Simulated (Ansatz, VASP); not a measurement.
Two plane-wave programs on BN

```
B N
1.0
     0.00000    3.43210    3.52357
     2.50835    0.00000    3.52357
     2.50835    3.43210    0.00000
B N
4 4
Direct
  0.10002 0.10002 0.39998
  0.39998 0.39998 0.10002
  0.14998 0.14998 0.85002
  0.85002 0.85002 0.14998
  0.17748 0.82252 0.17748
  0.82252 0.17748 0.82252
  0.07252 0.42748 0.07252
  0.42748 0.07252 0.42748
```

Alike in both runs: task relaxation of cell and atoms; functional PBE; k mesh 6 × 6 × 6; occupations gaussian, width 0.02 eV; no spin polarisation.

```csv
,VASP,Ansatz
version,VASP 6.6.1,Ansatz 0.2.0
potentials or method,"VASP PAW PBE potentials, release 64 (B, N), cutoff 600 eV","scalar-relativistic, plane waves, PAW"
valence electrons in the cell,32,32
```

Ansatz gave:

| Property | Result |
| --- | --- |
| gap on the k mesh at the Fermi level, each at its own relaxed structure (eV) | 5.14 |
| relaxed volume (Å³/atom) | 7.59 |
| relaxed cell length with the largest relative difference (Å) | 4.922 |

Question: What did VASP give for the same quantities?

Answer: gap on the k mesh at the Fermi level, each at its own relaxed structure (eV): 5.12; relaxed volume (Å³/atom): 7.59; relaxed cell length with the largest relative difference (Å): 4.920.
